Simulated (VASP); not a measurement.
# TiO2 (Pbcn) in VASP: settings compared, part 2 of 2

VASP 6.6.1.

### Step 3. Single point, PBE

This run uses another cell than the first one, of 10.47 Å³/atom.

Input file INCAR:

```
ALGO = Normal
EDIFF = 1E-6
ENCUT = 520
GGA = PE
ISIF = 2
ISMEAR = -1
LASPH = T
LCHARG = T
LELF = T
LREAL = F
LVHAR = T
LWAVE = F
NBANDS = 60
NELM = 80
PREC = Accurate
SIGMA = 0.05
```

Input file KPOINTS:

```
k-points
0
Gamma
  6 5 6
```

Input file POSCAR:

```
TiO2
1.0
    4.5792045129      0.0000000000      0.0000000000
    0.0000000000      5.5734750952      0.0000000000
    0.0000000000      0.0000000000      4.9233648056
Ti O
4 8
Direct
    0.0000000000      0.1774322647      0.7500000000
    0.5000000000      0.3225677353      0.2500000000
    0.0000000000      0.8225677353      0.2500000000
    0.5000000000      0.6774322647      0.7500000000
    0.2711247210      0.3804921245      0.9190366436
    0.7711247210      0.1195078755      0.0809633564
    0.2288752790      0.1195078755      0.4190366436
    0.7288752790      0.3804921245      0.5809633564
    0.2711247210      0.6195078755      0.4190366436
    0.7711247210      0.8804921245      0.5809633564
    0.2288752790      0.8804921245      0.9190366436
    0.7288752790      0.6195078755      0.0809633564
```

Potentials or basis: VASP PAW PBE potentials, release 64 (Ti_sv, O).

Run with:

```
> cat potpaw_PBE.64/Ti_sv/POTCAR potpaw_PBE.64/O/POTCAR > POTCAR
> mpirun -np 1 vasp_std > vasp.out
```

OUTCAR:

```text
EDIFF = 1E-6
   ENCUT = 520
   GGA = PE
   ISIF = 2
   ISMEAR = -1
   LASPH = T
   LREAL = F
   NELM = 80
   PREC = Accurate

 ion  position               nearest neighbor table
   1  0.000  0.177  0.750-   5 1.87   8 1.87   7 1.96   6 1.96  10 2.13  11 2.13
   2  0.500  0.323  0.250-   6 1.87   7 1.87   5 1.96   8 1.96   9 2.13  12 2.13
   3  0.000  0.823  0.250-   9 1.87  12 1.87  11 1.96  10 1.96   6 2.13   7 2.13
   4  0.500  0.677  0.750-  10 1.87  11 1.87   9 1.96  12 1.96   5 2.13   8 2.13
   5  0.271  0.380  0.919-   1 1.87   2 1.96   4 2.13
   6  0.771  0.120  0.081-   2 1.87   1 1.96   3 2.13
   7  0.229  0.120  0.419-   2 1.87   1 1.96   3 2.13
   8  0.729  0.380  0.581-   1 1.87   2 1.96   4 2.13
   9  0.271  0.620  0.419-   3 1.87   4 1.96   2 2.13
  10  0.771  0.880  0.581-   4 1.87   3 1.96   1 2.13
  11  0.229  0.880  0.919-   4 1.87   3 1.96   1 2.13
  12  0.729  0.620  0.081-   3 1.87   4 1.96   2 2.13

  LATTYP: Found a simple orthorhombic cell.
 ALAT       =     4.5792045129
 B/A-ratio  =     1.0751572226
[... 218 lines left out ...]
      6     -28.3914      2.00000
[... 1501 lines left out ...]
     59       8.4562      0.00000
     60       8.4562      0.00000

 [... further k-points ...]

------------------------ aborting loop because EDIFF is reached ----------------------------------------

  FORCE on cell =-STRESS in cart. coord.  units (eV):
  Direction    XX          YY          ZZ          XY          YZ          ZX
  --------------------------------------------------------------------------------------
  -------------------------------------------------------------------------------------
  Total        0.5826344      0.4863601      0.6153239      0.0000000      0.0000000      0.0000000
  in kB        7.4289702      6.2014089      7.8457819      0.0000000      0.0000000      0.0000000
  external PRESSURE =       7.1587203 kB  Pullay stress =       0.0000000 kB

 VOLUME and BASIS-vectors are now :
 -----------------------------------------------------------------------------
  energy-cutoff  :      520.00
  volume of cell :      125.65
      direct lattice vectors                 reciprocal lattice vectors
     4.579204513  0.000000000  0.000000000     0.218378541  0.000000000  0.000000000
     0.000000000  5.573475095  0.000000000     0.000000000  0.179421274  0.000000000
     0.000000000  0.000000000  4.923364806     0.000000000  0.000000000  0.203113123

 POSITION                                       TOTAL-FORCE (eV/Angst)
 -----------------------------------------------------------------------------------
      0.00000      0.98891      3.69252         0.000000     -0.041680     -0.000000
      2.28960      1.79782      1.23084         0.000000      0.041680     -0.000000
      0.00000      4.58456      1.23084         0.000000      0.041680     -0.000000
      2.28960      3.77565      3.69252         0.000000     -0.041680     -0.000000
      1.24154      2.12066      4.52475         0.015095      0.032610     -0.000039
      3.53114      0.66607      0.39861         0.015095     -0.032610      0.000039
      1.04807      0.66607      2.06307        -0.015095     -0.032610     -0.000039
      3.33767      2.12066      2.86029        -0.015095      0.032610      0.000039
      1.24154      3.45281      2.06307         0.015095     -0.032610     -0.000039
      3.53114      4.90740      2.86029         0.015095      0.032610      0.000039
      1.04807      4.90740      4.52475        -0.015095      0.032610     -0.000039
      3.33767      3.45281      0.39861        -0.015095     -0.032610      0.000039
 -----------------------------------------------------------------------------------
    total drift:                                0.000000      0.000000      0.000000

  FREE ENERGIE OF THE ION-ELECTRON SYSTEM (eV)
  ---------------------------------------------------
  free  energy   TOTEN  =      -107.4079160286 eV

  energy  without entropy=     -107.4079160286  energy(sigma->0) =     -107.40791603
```

stdout:

```text
POSCAR found type information on POSCAR TiO
 POSCAR found :  2 types and      12 ions
 scaLAPACK will be used
 LDA part: xc-table for (Slater+PW92), standard interpolation
 POSCAR, INCAR and KPOINTS ok, starting setup
 FFT: planning ... GRIDC
 FFT: planning ... GRID_SOFT
 FFT: planning ... GRID
 WAVECAR not read
 entering main loop
```

Wall time 8.3 min (1 thread of Intel Xeon 8259CL, shared host); peak memory 0.39 GiB.

Results:

```yaml
Free_energy: -107.4079 eV
Pressure: 0.7 GPa
Largest_force: 0.042 eV/Å
Band_gap_on_the_k_mesh: 2.60 eV (least direct gap 2.64 eV)
```

Forces in eV/Å, atoms in the order of the input:
```
Ti   0.000 -0.042  0.000
Ti   0.000  0.042  0.000
Ti   0.000  0.042  0.000
Ti   0.000 -0.042  0.000
O    0.015  0.033  0.000
O    0.015 -0.033  0.000
O   -0.015 -0.033  0.000
O   -0.015  0.033  0.000
O    0.015 -0.033  0.000
O    0.015  0.033  0.000
O   -0.015  0.033  0.000
O   -0.015 -0.033  0.000
```

Caveat: an odd mesh through Γ misses points on the zone boundary, where band edges can lie.
